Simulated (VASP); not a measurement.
**LiSc12 (a cell with a defect): single point with PBE**

LiSc12 (a cell with a defect):

```
CELL_PARAMETERS angstrom
6.62000 0.00000 0.00000
-4.96500 8.59963 0.00000
0.00000 0.00000 5.27614
ATOMIC_POSITIONS crystal
Sc 0.01052 0.99103 0.99655
Sc 0.16623 0.20158 0.49342
Sc 0.02386 0.33088 0.99195
Sc 0.18366 0.55953 0.48401
Sc 0.01037 0.65582 0.98214
Sc 0.24180 0.91375 0.51262
Sc 0.52344 0.99795 0.00968
Sc 0.69366 0.22042 0.50127
Sc 0.50347 0.31292 0.00031
Sc 0.62621 0.49387 0.50477
Sc 0.50888 0.65858 0.98695
Sc 0.66603 0.90638 0.51227
Li 0.84484 0.75828 0.43699
```

```json
{"Program": "VASP 6.6.1", "Task": "single point", "Functional": "PBE", "Potentials or basis": "VASP PAW PBE potentials, release 64 (Sc_sv, Li_sv)", "Cutoff": "520 eV", "k mesh": "3 × 2 × 3", "Occupations": "fermi-dirac, width 0.15 eV", "Spin": "no spin polarisation", "Dipole correction": "no", "Further INCAR settings": "ALGO = Normal; EDIFF = 1e-06; NBANDS = 80"}
```

```yaml
Largest_force: 0.020 eV/Å
Band_gap_on_the_k_mesh: zero (an odd number of electrons rules out a gap without spin polarisation)
```

Forces on the atoms (eV/Å):
```
Sc  -0.003  0.001  0.001
Sc   0.002  0.001 -0.002
Sc   0.001 -0.003 -0.001
Sc   0.001  0.001 -0.004
Sc  -0.004  0.001  0.002
Sc   0.002 -0.012  0.002
Sc  -0.004 -0.001  0.009
Sc  -0.008  0.005  0.004
Sc  -0.004  0.002  0.004
Sc   0.015  0.006 -0.001
Sc   0.006  0.002 -0.004
Sc   0.001 -0.001  0.010
Li  -0.006  0.000 -0.019
```

Levels at points of the mesh, in eV from the Fermi level:
```
           k point  band 65  band 66  band 67  band 68  band 69  band 70  band 71  band 72
(0.00, 0.00, 0.00)    -0.46    -0.44    -0.27    -0.23    -0.21     0.02     0.29     0.38
(0.00, 0.50, 0.00)    -0.49    -0.31    -0.28    -0.20    -0.18    -0.09     0.00     0.61
```

It took 7.8 min on 1 thread of AMD EPYC 9R45 96-Core Processor (Zen 5), on a shared host, peak memory 0.45 GiB.

Caveat: the k points lie up to 0.40 Å⁻¹ apart, too coarse for converged energies and pressures of a metal.
